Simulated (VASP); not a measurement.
# W in VASP: further runs

W is run at these levels: PBE; tasks: single point.

All numbers are computed with VASP 6.6.1; they aren't measurements. Logs are shortened: lines on timing, memory, paths and dates and some standing lists are left out, and cuts for length are marked.

### Step 1. The cell of the first run

The cell holds a slab with vacuum, 3 atoms: a = 2.757 Å, b = 2.757 Å, c = 18.502 Å, α = 90.00°, β = 90.00°, γ = 109.47°.

### Step 2. Single point, PBE

File INCAR:

```
PREC = Accurate
ENCUT = 520
EDIFF = 1E-6
ISMEAR = 0
SIGMA = 0.1
LREAL = F
LASPH = T
NELM = 100
ALGO = Normal
ISIF = 2
LWAVE = F
LCHARG = F
LDIPOL = T
IDIPOL = 3
DIPOL = 0.5 0.5 0.496
GGA = PE
NBANDS = 28
```

File KPOINTS:

```
regular mesh
0
Gamma
  11 11 1
```

File POSCAR:

```
W
1.0
    2.7570426604      0.0000000000      0.0000000000
   -0.9190142201      2.5993647482      0.0000000000
    0.0000000000      0.0000000000     18.5022318113
W
3
Direct
    0.5000000000      0.5000000000      0.3783327369
    0.0000000000      0.0000000000      0.4960499272
    0.5000000000      0.5000000000      0.6137640682
```

Potentials or basis: VASP PAW PBE potentials, release 64 (W_sv).

The run is started by

```sh
cat potpaw_PBE.64/W_sv/POTCAR > POTCAR
mpirun -np 1 vasp_std > vasp.out
```

OUTCAR:

```text
PREC = Accurate
   ENCUT = 520
   EDIFF = 1E-6
   ISMEAR = 0
   LREAL = F
   LASPH = T
   NELM = 100
   ISIF = 2
   GGA = PE

 ion  position               nearest neighbor table
   1  0.500  0.500  0.378-   2 2.70   2 2.70   2 3.13   2 3.13
   2  0.000  0.000  0.496-   3 2.70   3 2.70   1 2.70   1 2.70   3 3.13   3 3.13   1 3.13   1 3.13

   3  0.500  0.500  0.614-   2 2.70   2 2.70   2 3.13   2 3.13

  LATTYP: Found a base centered orthorhombic cell.
 ALAT       =     3.1835586443
 B/A-ratio  =     1.4142135624
 C/A-ratio  =     5.8118080672

  Lattice vectors:

 A1 = (   2.7570426604,   0.0000000000,   0.0000000000)
 A2 = (  -0.9190142201,   2.5993647482,   0.0000000000)
 A3 = (   0.0000000000,   0.0000000000,  18.5022318113)

Analysis of symmetry for initial positions (statically):
=====================================================================
 Subroutine PRICEL returns:
 Original cell was already a primitive cell.

 Routine SETGRP: Setting up the symmetry group for a
 base centered orthorhombic supercell.

 Subroutine GETGRP returns: Found  8 space group operations
 (whereof  4 operations were pure point group operations)
 out of a pool of  8 trial point group operations.

The static configuration has the point symmetry C_2v.
 The point group associated with its full space group is D_2h.

Analysis of symmetry for dynamics (positions and initial velocities):
=====================================================================
 Subroutine PRICEL returns:
 Original cell was already a primitive cell.

 Routine SETGRP: Setting up the symmetry group for a
 base centered orthorhombic supercell.

 Subroutine GETGRP returns: Found  8 space group operations
 (whereof  4 operations were pure point group operations)
 out of a pool of  8 trial point group operations.

The dynamic configuration has the point symmetry C_2v.
 The point group associated with its full space group is D_2h.

 Subroutine INISYM returns: Found  8 space group operations
 (whereof  4 operations are pure point group operations),
 and found     1 'primitive' translations

----------------------------------------------------------------------------------------

                                     Primitive cell

  volume of cell :     132.5973

  direct lattice vectors                    reciprocal lattice vectors
     2.757042660  0.000000000  0.000000000     0.362707482  0.128236460  0.000000000
    -0.919014220  2.599364748  0.000000000     0.000000000  0.384709380  0.000000000
     0.000000000  0.000000000 18.502231811     0.000000000  0.000000000  0.054047534

  length of vectors
     2.757042660  2.757042660 18.502231811     0.384709380  0.384709380  0.054047534

  position of ions in fractional coordinates (direct lattice)
     0.500000000  0.500000000  0.378332737
     0.000000000  0.000000000  0.496049927
     0.500000000  0.500000000  0.613764068

  ion indices of the primitive-cell ions
   primitive index   ion index
                 1           1
                 2           2
                 3           3

----------------------------------------------------------------------------------------

 KPOINTS: regular mesh

Automatic generation of k-mesh.
 Grid dimensions read from file:
 generate k-points for:   11   11    1

 Generating k-lattice:

  Cartesian coordinates                     Fractional coordinates (reciprocal lattice)
     0.032973407  0.011657860  0.000000000     0.090909091 -0.000000000  0.000000000
     0.000000000  0.034973580  0.000000000     0.000000000  0.090909091  0.000000000
     0.000000000  0.000000000  0.054047534     0.000000000  0.000000000  1.000000000

  Length of vectors
     0.034973580  0.034973580  0.054047534

  Shift w.r.t. Gamma in fractional coordinates (k-lattice)
     0.000000000  0.000000000  0.000000000

 Subroutine IBZKPT returns following result:
 ===========================================

 Found     36 irreducible k-points:

 Following reciprocal coordinates:
            Coordinates               Weight
  0.000000  0.000000  0.000000      1.000000
  0.090909  0.000000  0.000000      4.000000
  0.181818  0.000000  0.000000      4.000000
  0.272727 -0.000000  0.000000      4.000000
  0.363636  0.000000  0.000000      4.000000
  0.454545 -0.000000  0.000000      4.000000
[... 16 lines left out ...]
 -0.272727  0.181818  0.000000      4.000000
 -0.181818  0.181818  0.000000      2.000000
 [... further k-points ...]
   k-points           NKPTS =     36   k-points in BZ     NKDIM =     36   number of bands    NBANDS=     28
   number of dos      NEDOS =    301   number of ions     NIONS =      3
   total plane-waves  NPLWV =  80640
   dimension x,y,z NGX =    24 NGY =   24 NGZ =  140
   dimension x,y,z NGXF=    48 NGYF=   48 NGZF=  280
   ions per type =               3
   NGX,Y,Z   is equivalent  to a cutoff of  14.47, 14.47, 12.58 a.u.
   NGXF,Y,Z  is equivalent  to a cutoff of  28.94, 28.94, 25.16 a.u.
 SYSTEM =  unknown system
   PREC   = accura    normal or accurate (medium, high low for compatibility)
   ISTART =      0    job   : 0-new  1-cont  2-samecut
   ICHARG =      2    charge: 1-file 2-atom 10-const
   ISPIN  =      1    spin polarized calculation?
   LNONCOLLINEAR =      F non collinear calculations
   LSORBIT =      F    spin-orbit coupling
   LASPH  =      T    aspherical Exc in radial PAW
   ENCUT  =  520.0 eV  38.22 Ry    6.18 a.u.   5.13  5.13 34.40*2*pi/ulx,y,z
   NELM   =    100;   NELMIN=  2; NELMDL= -5     # of ELM steps
   EDIFF  = 0.1E-05   stopping-criterion for ELM
   LREAL  =      F    real-space projection
   EDIFFG = 0.1E-04   stopping-criterion for IOM
   NSW    =      0    number of steps for IOM
   IBRION =     -1    ionic relax: 0-MD 1-quasi-New 2-CG
   NFREE  =      0    steps in history (QN), initial steepest desc. (CG)
   ISIF   =      2    stress and relaxation
   ISYM   =      2    0-nonsym 1-usesym 2-fastsym
   POTIM  = 0.5000    time-step for ionic-motion
   TEBEG  =    0.0;   TEEND  =   0.0 temperature during run
   PSTRESS=    0.0 pullay stress
   NELECT =      42.0000    total number of electrons
   NUPDOWN=      -1.0000    fix difference up-down
   EMIN   =  10.00;   EMAX   =-10.00  energy-range for DOS
   EFERMI =   0.00;   METHOD = LEGACY
   ISMEAR =     0;   SIGMA  =   0.10  broadening in eV -4-tet -1-fermi 0-gaus
   EFERMI_NEDOS =   21; number of points for ismear=-14 and -15
   IALGO  =     38    algorithm
   IMIX   =      4    mixing-type and parameters
     AMIX     =   0.40;   BMIX     =  1.00
     AMIX_MAG =   1.60;   BMIX_MAG =  1.00
  volume/ion in A,a.u.               =      44.20       298.27
  Fermi-wavevector in a.u.,A,eV,Ry     =   1.115954  2.108847 16.944063  1.245353
  Thomas-Fermi vector in A             =   2.252564
   LORBIT       =      0    0 simple, 1 ext, 2 COOP (PROOUT), +10 PAW based schemes
   GGA     = PE    functional components
   LHFCALC =     F    Hartree Fock is set to
   AEXX    =    0.0000 exact exchange contribution
   IVDW    =     0    specifies the selected vdW correction
   LEPSILON=     F    determine dielectric tensor
   LRPA    =     F    only Hartree local field effects (RPA)
 non-spin polarized calculation
 Gauss-broadening in eV      SIGMA  =   0.10
  energy-cutoff  :      520.00
  volume of cell :      132.60
 maximum number of plane-waves:      3602
 NGX is ok and might be reduce to    24

 dipolmoment           0.000000      0.000000     -0.000006 electrons x Angstroem

 number of electron      41.9999996 magnetization

 dipolmoment           0.000000      0.000000      0.000539 electrons x Angstroem

 Free energy of the ion-electron system (eV)
  ---------------------------------------------------
  ext. energy  EPLUGINS =         0.00000000
  ---------------------------------------------------
  free energy    TOTEN  =       -35.86914455 eV

  energy without entropy =      -35.85672585  energy(sigma->0) =      -35.86293520

 E-fermi :   1.0128     XC(G=0):  -6.0398

 val. band max:        1.0037525872   @ k =  -0.4545   0.0909   0.0000
 cond. band min:       1.0161244382   @ k =   0.3636   0.3636   0.0000
 fundamental gap:      0.0123718510
 Fermi energy:         1.0127945609

 k-point     1 :       0.0000    0.0000    0.0000
  band No.  band energies     occupation
      1     -73.0818      2.00000
      2     -72.9221      2.00000
      3     -72.9004      2.00000
      4     -37.7953      2.00000
      5     -37.3059      2.00000
      6     -37.0434      2.00000
[... 20 lines left out ...]
     27       3.3540      0.00000
     28       3.5517      0.00000

 k-point     2 :       0.0909    0.0000    0.0000
  band No.  band energies     occupation
      1     -73.0754      2.00000
      2     -72.9173      2.00000
      3     -72.8969      2.00000
      4     -37.7731      2.00000
      5     -37.3379      2.00000
      6     -37.0399      2.00000
[... 20 lines left out ...]
     27       3.4446      0.00000
     28       3.7048      0.00000

 k-point     3 :       0.1818    0.0000    0.0000
  band No.  band energies     occupation
      1     -73.0581      2.00000
      2     -72.9044      2.00000
      3     -72.8878      2.00000
      4     -37.7137      2.00000
      5     -37.4416      2.00000
      6     -37.0532      2.00000
[... 20 lines left out ...]
     27       3.3445      0.00000
     28       3.9641      0.00000

 k-point     4 :       0.2727   -0.0000    0.0000
  band No.  band energies     occupation
      1     -73.0350      2.00000
      2     -72.8877      2.00000
      3     -72.8760      2.00000
      4     -37.6448      2.00000
      5     -37.6151      2.00000
      6     -37.1560      2.00000
[... 578 lines left out ...]
     27       4.5159      0.00000
     28       4.6517      0.00000

 k-point    23 :      -0.2727    0.1818    0.0000
  band No.  band energies     occupation
      1     -73.0292      2.00000
      2     -72.8756      2.00000
      3     -72.8584      2.00000
      4     -37.6552      2.00000
      5     -37.4474      2.00000
      6     -37.1839      2.00000
[... 20 lines left out ...]
     27       3.0820      0.00000
     28       4.2084      0.00000

 k-point    24 :      -0.1818    0.1818    0.0000
  band No.  band energies     occupation
      1     -73.0475      2.00000
      2     -72.8911      2.00000
      3     -72.8717      2.00000
      4     -37.7062      2.00000
      5     -37.2955      2.00000
      6     -37.1787      2.00000
[... 20 lines left out ...]
     27       2.5952      0.00000
     28       4.0853      0.00000

 [... further k-points ...]

------------------------ aborting loop because EDIFF is reached ----------------------------------------

 vacuum level on the upper side and lower side of the slab       (xc-potential included)        -0.179        -0.194

  FORCE on cell =-STRESS in cart. coord.  units (eV):
  Direction    XX          YY          ZZ          XY          YZ          ZX
  --------------------------------------------------------------------------------------
  -------------------------------------------------------------------------------------
  Total       -3.1089847     -3.5201111      0.1191688     -0.5814206      0.0000000      0.0000000
  in kB      -37.5659467    -42.5335983      1.4399202     -7.0253204      0.0000000      0.0000000
  external PRESSURE =     -26.2198749 kB  Pullay stress =       0.0000000 kB

 VOLUME and BASIS-vectors are now :
 -----------------------------------------------------------------------------
  energy-cutoff  :      520.00
  volume of cell :      132.60
      direct lattice vectors                 reciprocal lattice vectors
     2.757042660  0.000000000  0.000000000     0.362707482  0.128236460  0.000000000
    -0.919014220  2.599364748  0.000000000     0.000000000  0.384709380  0.000000000
     0.000000000  0.000000000 18.502231811     0.000000000  0.000000000  0.054047534

 POSITION                                       TOTAL-FORCE (eV/Angst)
 -----------------------------------------------------------------------------------
      0.91901      1.29968      7.00000         0.000000      0.000000     -0.035241
      0.00000      0.00000      9.17803         0.000000      0.000000      0.000000
      0.91901      1.29968     11.35601         0.000000      0.000000      0.035241
 -----------------------------------------------------------------------------------
    total drift:                                0.000000      0.000000      0.140365

  FREE ENERGIE OF THE ION-ELECTRON SYSTEM (eV)
  ---------------------------------------------------
  free  energy   TOTEN  =       -35.8691445454 eV

  energy  without entropy=      -35.8567258535  energy(sigma->0) =      -35.86293520

 vacuum level on the upper side and lower side of the slab         5.782         5.770
```

It took 2.5 min on 1 thread of Intel Xeon Platinum 8259CL at 2.50GHz (Skylake/Cascade Lake), shared host; peak memory 0.31 GiB.

Results:

```
Free energy            : -35.8691 eV
Largest force          : 0.035 eV/Å
Band gap on the k mesh : zero (band 21 reaches 2.10 eV, above the bottom of band 22 at 0.33 eV)
```

Forces on the atoms (eV/Å):
```
W    0.000  0.000 -0.035
W    0.000  0.000  0.000
W    0.000  0.000  0.035
```

Caveat: spin-orbit coupling is left out, which moves the levels of the heavy elements.

### Step 3. Single point, PBE

This run uses another cell than the first one: it holds 12 atoms, not 3.

File INCAR:

```
SYSTEM = W
  PREC = Accurate
  ENCUT = 520
  EDIFF = 1E-7
  ISMEAR = 0
  SIGMA = 0.1
  LREAL = .False.
  LASPH = .True.
  NELM = 100
  ALGO = Normal
  ISIF = 2
  LWAVE = .False.
  LCHARG = .True.
  LDIPOL = .True.
  IDIPOL = 3
  DIPOL = 0.5 0.5 0.276
  GGA = PE
  LELF = .True.
  LVHAR = .True.
  LVACPOTAV = .True.
  NBANDS = 96
```

File KPOINTS:

```
Automatic mesh
0
Gamma
  5 5 1
  0 0 0
```

File POSCAR:

```
W
1.0
    5.5140853208      0.0000000000      0.0000000000
   -1.8380284403      5.1987294965      0.0000000000
    0.0000000000      0.0000000000     22.3560050680
W
12
Direct
    0.2500000000      0.2500000000      0.1789228437
    0.2500000000      0.7500000000      0.1789228437
    0.7500000000      0.2500000000      0.1789228437
    0.7500000000      0.7500000000      0.1789228437
    0.0000000000      0.0000000000      0.2763477072
    0.0000000000      0.5000000000      0.2763477072
    0.5000000000      0.0000000000      0.2763477072
    0.5000000000      0.5000000000      0.2763477072
    0.2500000000      0.2500000000      0.3737700471
    0.2500000000      0.7500000000      0.3737700471
    0.7500000000      0.2500000000      0.3737700471
    0.7500000000      0.7500000000      0.3737700471
```

Potentials or basis: VASP PAW PBE potentials, release 64 (W_sv).

The run is started by

```sh
cat potpaw_PBE.64/W_sv/POTCAR > POTCAR
mpirun -np 1 vasp_std > vasp.out
```

Run time: 23 min. Hardware: 1 thread of Intel Xeon Platinum 8259CL at 2.50GHz (Skylake/Cascade Lake), shared host; peak memory 0.81 GiB.

The run converged. Its results:

```
Free energy            : -143.4240 eV
Largest force          : 0.015 eV/Å
Band gap on the k mesh : zero (band 84 reaches 0.81 eV, above the bottom of band 85 at -0.39 eV)
```

Forces in eV/Å, atoms in the order of the input:
```
W    0.000  0.000 -0.015
W    0.000  0.000 -0.015
W    0.000  0.000 -0.015
W    0.000  0.000 -0.015
W    0.000  0.000  0.000
W    0.000  0.000  0.000
W    0.000  0.000  0.000
W    0.000  0.000  0.000
W    0.000  0.000  0.015
W    0.000  0.000  0.015
W    0.000  0.000  0.015
W    0.000  0.000  0.015
```

Levels at points of the mesh, in eV from the Fermi level:
| k point | band 80 | band 81 | band 82 | band 83 | band 84 | band 85 | band 86 | band 87 | band 88 | band 89 |
| --- | --- | --- | --- | --- | --- | --- | --- | --- | --- | --- |
| (0.00, 0.00, 0.00) | 0.02 | 0.02 | 0.40 | 0.73 | 0.77 | 1.40 | 1.40 | 1.52 | 1.52 | 1.61 |

Caveat: spin-orbit coupling is left out, which moves the levels of the heavy elements.
